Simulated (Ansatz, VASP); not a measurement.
**One calculation of W, two programs**

```
CELL_PARAMETERS angstrom
0.00000 2.03000 1.94880
2.03000 0.00000 1.94880
2.03000 2.03000 0.00000
ATOMIC_POSITIONS crystal
W 0.00000 0.00000 0.00000
```

Change from the starting cell: strain +0.000 along x and y, -0.040 along z, atoms carried along.

Alike in both runs: task single point; functional PBEsol; k mesh 20 × 20 × 20; occupations gaussian, width 0.15 eV; no spin polarisation.

```csv
,VASP,Ansatz
version,VASP 6.6.1,Ansatz 0.2.0
potentials or method,"VASP PAW PBE potentials, release 64 (W_sv), cutoff 520 eV","scalar-relativistic, plane waves, PAW"
valence electrons in the cell,14,14
```

Ansatz gave:

| Quantity | Value |
| --- | --- |
| gap on the k mesh at the Fermi level (eV) | none |
| pressure (GPa) | -1.6 |
| traceless stress, the component that is largest in VASP (GPa) | -8.98 |

Question: Which values does VASP return?

Answer: gap on the k mesh at the Fermi level (eV): none; pressure (GPa): -0.9; traceless stress, the component that is largest in VASP (GPa): -9.07.

VASP's potentials were made for PBE, not for PBEsol. A gap of «none» marks a metal or a gap that the smearing closes.

Spin-orbit coupling is off throughout.
